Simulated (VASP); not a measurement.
Runs of VASP 6.6.1 on ZnO. The structure is that of space group Pm-3m (No. 221), or close to it. The cells are those of the table. 

| task | level | potentials or basis | cell | k mesh | cutoff (eV) | grid for exact exchange (PRECFOCK) | screening parameter | gap on the mesh (eV) | pressure (GPa) | relaxed volume (Å³/atom) |
| --- | --- | --- | --- | --- | --- | --- | --- | --- | --- | --- |
| single point | r2SCAN | VASP PAW PBE potentials, release 64 (Zn, O) | a = 2.646 Å, 2 atoms | 8 × 8 × 8 | 520 | - | - | none | 1.1 | - |
| single point | LDA | VASP PAW LDA potentials, release 64 (Zn, O) | a = 2.612 Å, 2 atoms | 8 × 8 × 8 | 520 | - | - | none | 1.7 | - |
| single point | PBE | VASP PAW PBE potentials, release 64 (Zn, O) | a = 2.646 Å, 2 atoms | 10 × 10 × 10 | 520 | - | - | none | (a) | - |
| relaxation of cell and atoms | PBE | VASP PAW PBE potentials, release 64 (Zn, O) | relaxed from a = 2.243 Å, 2 atoms | 10 × 10 × 10 | 600 | - | - | none | 0.0 | 9.56 |
| single point | PBEsol | VASP PAW PBE potentials, release 64 (Zn, O) | a = 2.645 Å, 2 atoms | 8 × 8 × 8 | 520 | - | - | none | 1.0 | - |
| single point | LDA | VASP PAW LDA potentials, release 64 (Zn, O) | a = 2.646 Å, 2 atoms | 10 × 10 × 10 | 520 | - | - | none | -6.0 | - |
| single point | r2SCAN | VASP PAW PBE potentials, release 64 (Zn, O) | a = 2.646 Å, 2 atoms | 10 × 10 × 10 | 520 | - | - | none | 1.0 | - |
| relaxation of cell and atoms | PBEsol | VASP PAW PBE potentials, release 64 (Zn, O) | relaxed from a = 2.688 Å, 2 atoms | 8 × 8 × 8 | 600 | - | - | none | 0.0 | 9.29 |
| single point | PBE | VASP PAW PBE potentials, release 64 (Zn, O) | a = 2.688 Å, 2 atoms | 10 × 10 × 10 | 520 | - | - | none | 0.6 | - |
| single point | HSE06 | VASP PAW PBE potentials, release 64 (Zn, O) | a = 2.646 Å, 2 atoms | 6 × 6 × 6 | 520 | Normal | 0.2079 1/Å | 0.81 | (b) | - |
| relaxation of cell and atoms | r2SCAN | VASP PAW PBE potentials, release 64 (Zn, O) | relaxed from a = 2.688 Å, 2 atoms | 8 × 8 × 8 | 600 | - | - | none | 0.0 | 9.31 |
| relaxation of cell and atoms | LDA | VASP PAW LDA potentials, release 64 (Zn, O) | relaxed from a = 2.688 Å, 2 atoms | 8 × 8 × 8 | 600 | - | - | none | 0.0 | 8.96 |

Alike in all rows: no spin polarisation; smearing fermi-dirac 0.02 eV.

Q: Estimate the missing entries.

A: (a) 9.2; (b) 1.3.

Caveats: the PAW data sets were made with another functional, which shifts forces and pressure a little (some runs); the volume moved by over 15 % at a fixed basis, so the end points are rough (some runs).

A k mesh can miss the band edges.

A gap of «none» marks levels without a gap at the run's occupations.
